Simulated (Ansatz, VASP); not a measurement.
**One calculation of TePb, two programs**

Contents of INCAR:

```
SYSTEM = TePb
ALGO = Normal
EDIFF = 1E-7
EDIFFG = -0.002
ENCUT = 520
GGA = PS
IBRION = 2
ISIF = 2
ISMEAR = 0
LASPH = .TRUE.
LCHARG = .FALSE.
LREAL = .FALSE.
LWAVE = .FALSE.
NELM = 100
NSW = 50
PREC = Accurate
SIGMA = 0.01
```

KPOINTS

```
k-points
0
G
  6 6 6
  0 0 0
```

POSCAR

```
TePb
1.0
   -0.0161066690      3.2132804599      3.2132804599
    3.2132804599     -0.0161066690      3.2132804599
    3.2132804599      3.2132804599     -0.0161066690
Te Pb
1 1
Direct
    0.5000000000      0.5000000000      0.5000000000
    0.0000000000      0.0000000000      0.0000000000
```

Input for Ansatz:

```yaml
crystal:
  lattice:
    - [-0.01610666897, 3.21328045988, 3.21328045988]
    - [3.21328045988, -0.01610666897, 3.21328045988]
    - [3.21328045988, 3.21328045988, -0.01610666897]
  atoms:
    - { symbol: Te, position: [0.5, 0.5, 0.5] }
    - { symbol: Pb, position: [0.0, 0.0, 0.0] }
kpoints:
  mp_grid: { grid: [6, 6, 6] }
scf:
  occupations: { method: fixed }
  convergence: { dr2_threshold: 1.0e-10 }
hamiltonian:
  xc: pbesol
  pseudopotentials: { kind: all_electron, lapw: { basis_error: 0.0005 } }
output:
  forces: true
  stress: true
  eigenstates:
    kpoints:
      - [0.0, 0.0, 0.0]
      - [0.0, -0.5, 0.0]
      - [-0.5, 0.0, 0.0]
      - [0.0, 0.0, -0.5]
      - [-0.5, -0.5, -0.5]
      - [-0.5, 0.0, -0.5]
      - [0.0, -0.5, -0.5]
      - [-0.5, -0.5, 0.0]
relax:
  f_tol: 0.002
  max_steps: 30
```

Change from the starting cell: equal xy, yz and zx engineering shears of -0.5 %.

Alike in both runs: task relaxation of the atoms; functional PBEsol; k mesh 6 × 6 × 6; no spin polarisation.

|  | VASP | Ansatz |
| --- | --- | --- |
| version | VASP 6.6.1 | Ansatz 0.2.0 |
| potentials or method | VASP PAW PBE potentials, release 64 (Te, Pb_d), cutoff 520 eV | all-electron LAPW, scalar-relativistic |
| occupations | gaussian, width 0.01 eV | fixed |

```csv
,VASP,Ansatz,Ansatz less VASP
"gap on the k mesh at the Fermi level, each at its own relaxed structure (eV)",0.60,0.59,-0.006
```

VASP's potentials were made for PBE, not for PBEsol. Ansatz ran all-electron here, and VASP with PAW potentials.

Spin-orbit coupling is off throughout. Noted on VASP's run: the relaxation stopped at its first step, so nothing moved.
